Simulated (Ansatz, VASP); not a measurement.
**Sn in VASP and in Ansatz**

```
CELL_PARAMETERS angstrom
0.00000 3.23334 3.23334
3.23334 0.00000 3.23334
3.23334 3.23334 0.00000
ATOMIC_POSITIONS crystal
Sn 0.25000 0.25000 0.25000
Sn 0.00000 0.00000 0.00000
```

Alike in both runs: task electric field gradients; functional LDA; k mesh 7 × 7 × 7; occupations fermi-dirac, width 0.05 eV; no spin polarisation.

|  | VASP | Ansatz |
| --- | --- | --- |
| version | VASP 6.6.1 | Ansatz 0.2.0 |
| potentials or method | VASP PAW LDA potentials, release 64 (Sn_d), cutoff 400 eV | all-electron PAW datasets made for the crystal |

```csv
,VASP,Ansatz,Ansatz less VASP
gap on the k mesh at the Fermi level (eV),none,none,-
pressure (GPa),0.2,0.2,+0.01
```

LDA's correlation is that of Perdew and Zunger in VASP and of Perdew and Wang (1992) in Ansatz. A gap of «none» marks a metal or a gap that the smearing closes. Ansatz ran all-electron here, and VASP with PAW potentials.
